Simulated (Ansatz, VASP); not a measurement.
**WSe2 in VASP and in Ansatz**

```
CELL_PARAMETERS angstrom
3.41694 0.00000 0.00000
-1.70847 2.95916 0.00000
0.00000 0.00000 32.73749
ATOMIC_POSITIONS crystal
Se 0.33333 0.66667 0.44854
Se 0.33333 0.66667 0.55146
W 0.66667 0.33333 0.50000
```

Change from the starting cell: biaxial strain +0.040, atoms relaxed.

Alike in both runs: task relaxation of the atoms; functional PBE; dispersion D3(BJ); k mesh 12 × 12 × 1; occupations gaussian, width 0.02 eV; no spin polarisation.

|  | VASP | Ansatz |
| --- | --- | --- |
| version | VASP 6.6.1 | Ansatz 0.2.0 |
| potentials or method | VASP PAW PBE potentials, release 64 (Se, W_sv), cutoff 520 eV | scalar-relativistic, plane waves, PAW |
| valence electrons in the cell | 26 | 46 |

|  | VASP | Ansatz | Ansatz less VASP |
| --- | --- | --- | --- |
| gap on the k mesh at the Fermi level, each at its own relaxed structure (eV) | 1.20 | 1.19 | -0.007 |

VASP's potentials hold 26 valence electrons a cell and Ansatz's 46, so a difference there can come from the potentials and not from the codes. Ansatz's warnings: stress scf threshold loose, xc potential rough in thin density.

Neither program's run includes spin-orbit coupling.
